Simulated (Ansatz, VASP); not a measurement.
Given: the input of a run of VASP 6.6.1 on Sb.

File INCAR:

```
SYSTEM = Sb
ALGO = Normal
EDIFF = 1E-7
EDIFFG = -0.005
ENCUT = 600
IBRION = 2
ISIF = 3
ISMEAR = -1
LASPH = .TRUE.
LCHARG = .FALSE.
LREAL = .FALSE.
LWAVE = .FALSE.
NELM = 60
NSW = 80
PREC = Accurate
SIGMA = 0.05
```

KPOINTS

```
k-points
0
G
  8 8 8
  0 0 0
```

Contents of POSCAR:

```
Sb
1.0
    2.1542000000      1.2437279499      3.7580000000
   -2.1542000000      1.2437279499      3.7580000000
    0.0000000000     -2.4874558998      3.7580000000
Sb
2
Direct
    0.7665100000      0.7665100000      0.7665100000
    0.2334900000      0.2334900000      0.2334900000
```

Potentials or basis: VASP PAW LDA potentials, release 64 (Sb).

The run is started by

```console
$ cat potpaw_LDA.64/Sb/POTCAR > POTCAR
$ mpirun -np 1 vasp_std > vasp.out
```

**Question.** Set up the same calculation for Ansatz 0.2.0. Potentials there: all-electron LAPW, scalar-relativistic.

**Answer.** As run (the cutoff follows the program's own potentials):

File input.yaml:

```yaml
crystal:
  lattice:
    - [2.1542, 1.2437279499, 3.758]
    - [-2.1542, 1.2437279499, 3.758]
    - [0.0, -2.4874558998, 3.758]
  atoms:
    - { symbol: Sb, position: [0.76651, 0.76651, 0.76651] }
    - { symbol: Sb, position: [0.23349, 0.23349, 0.23349] }
kpoints:
  mp_grid: { grid: [8, 8, 8] }
scf:
  occupations: { method: fermi_dirac, width: 0.05 }
hamiltonian:
  xc: lda
  pseudopotentials: { kind: all_electron, lapw: { basis_error: 0.001 } }
output:
  forces: true
  stress: true
relax:
  f_tol: 0.005
  max_steps: 60
  cell: {}
```

Potentials or basis: all-electron LAPW, scalar-relativistic.

The run is started by

```bash
$ ansatz run input.yaml --threads 1 --pin off --max-ram 3072MiB --backend cpu --events-out ev --progress --plain --runs-dir out
```

Both were run:

|  | VASP | Ansatz | Ansatz less VASP |
| --- | --- | --- | --- |
| relaxed volume (Å³/atom) | 29.27 | 29.23 | -0.041 |
| relaxed cell length with the largest relative difference (Å) | 4.416 | 4.418 | +0.0022 |

LDA's correlation is that of Perdew and Zunger in VASP and of Perdew and Wang (1992) in Ansatz. Ansatz ran all-electron here, and VASP with PAW potentials.

Spin-orbit coupling is off throughout.
